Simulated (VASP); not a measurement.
## Ni: single point with PBE

The system is Ni.

```
Ni
1.0
     2.41926    0.00000    0.00000
    -1.20963    2.09514    0.00000
     0.00000    0.00000    7.92109
Ni
4
Cartesian
  1.2096 2.0951 0.0000
  1.2096 2.0951 3.9605
  0.0000 1.3968 1.9803
  1.2096 0.6984 5.9408
```

This isn't the form of Ni at room conditions, which is fcc.

- Program: VASP 6.6.1
- Task: single point
- Functional: PBE
- Potentials or basis: VASP PAW PBE potentials, release 64 (Ni)
- Cutoff: 520 eV
- k mesh: 19 × 19 × 5
- Occupations: fermi-dirac, width 0.05 eV
- Spin: collinear spin, ferromagnetic start
- Starting moments: [0.68, 0.68, 0.691, 0.691] μB
- Dipole correction: no
- Further INCAR settings: ALGO = Normal; EDIFF = 1e-06; NBANDS = 32

The pressure is 19.7 GPa. The net moment is 2.40 μB per cell. The site moments are Ni +0.60, +0.61 (each value once) μB and the valence electrons inside the program's atomic spheres are Ni 9.47.

Stress tensor (GPa, compression positive):
```
19.62  0.00  0.00
 0.00 19.62  0.00
 0.00  0.00 19.99
```

Levels at points of the mesh, in eV from the Fermi level:
Spin up:
| k point | band 19 | band 20 | band 21 | band 22 | band 23 | band 24 |
| --- | --- | --- | --- | --- | --- | --- |
| (0.00, 0.00, 0.00) | -1.25 | -0.99 | -0.99 | -0.62 | -0.62 | -0.48 |
Spin down:
```
           k point  band 14  band 15  band 16  band 17  band 18  band 19  band 20  band 21  band 22  band 23
(0.00, 0.00, 0.00)    -1.64    -1.64    -0.98    -0.98    -0.62    -0.62    -0.53    -0.33    -0.33     0.09
```

Run time: 2.6 min on 1 thread of Intel(R) Xeon(R) 6975P-C (Granite Rapids), on a shared host, peak memory 0.31 GiB.

Caveat: the cell stands under pressure.
